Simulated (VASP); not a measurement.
AlRu: single point with PBEsol

Crystal: AlRu.

```
CELL_PARAMETERS angstrom
-2.97641 0.00000 -2.97641
0.00000 -2.97641 -2.97641
-2.97641 -2.97641 0.00000
ATOMIC_POSITIONS crystal
Al 0.98740 0.01260 0.01260
Al 0.51260 0.48740 0.48740
Ru 0.25000 0.25000 0.25000
Ru 0.75000 0.75000 0.75000
```

This cell differs from its parent crystal: atoms displaced along a vibrational mode.

```json
{
  "Program": "VASP 6.6.1",
  "Task": "single point",
  "Functional": "PBEsol",
  "Potentials or basis": "VASP PAW PBE potentials, release 64 (Al, Ru_pv)",
  "Cutoff": "520 eV",
  "k mesh": "18 × 18 × 18",
  "Occupations": "gaussian, width 0.15 eV",
  "Spin": "no spin polarisation"
}
```

The pressure is 0.6 GPa. The largest force is 0.899 eV/Å and the band gap on the k mesh is zero (bands 17 and 18 overlap by 2.83 eV).

Forces in eV/Å, atoms in the order of the input:
```
Al   0.000  0.899  0.000
Al   0.000 -0.899  0.000
Ru   0.000  0.000  0.000
Ru   0.000  0.000  0.000
```

Stress tensor (GPa, compression positive):
```
0.56 0.00 0.00
0.00 0.72 0.00
0.00 0.00 0.56
```

Levels at points of the mesh, in eV from the Fermi level:
| k point | band 15 | band 16 | band 17 | band 18 | band 19 | band 20 |
| --- | --- | --- | --- | --- | --- | --- |
| (0.00, 0.00, 0.00) | 0.19 | 1.65 | 1.66 | 2.69 | 4.07 | 4.07 |
| (0.50, 0.00, 0.00) | -1.36 | -1.31 | -1.31 | -1.18 | 5.31 | 5.35 |
| (0.50, 0.50, 0.00) | -1.37 | -1.20 | -1.20 | 0.45 | 1.56 | 2.34 |
| (0.00, 0.50, 0.50) | -1.38 | -1.18 | -1.18 | 0.44 | 1.56 | 2.34 |

Wall time 3.6 min on 1 thread of Intel(R) Xeon(R) 6975P-C (Granite Rapids) (shared host), peak memory 0.59 GiB.

Caveat: the cell differs from its parent crystal (atoms displaced along a vibrational mode); the PAW data sets were made with another functional, which shifts forces and pressure a little.
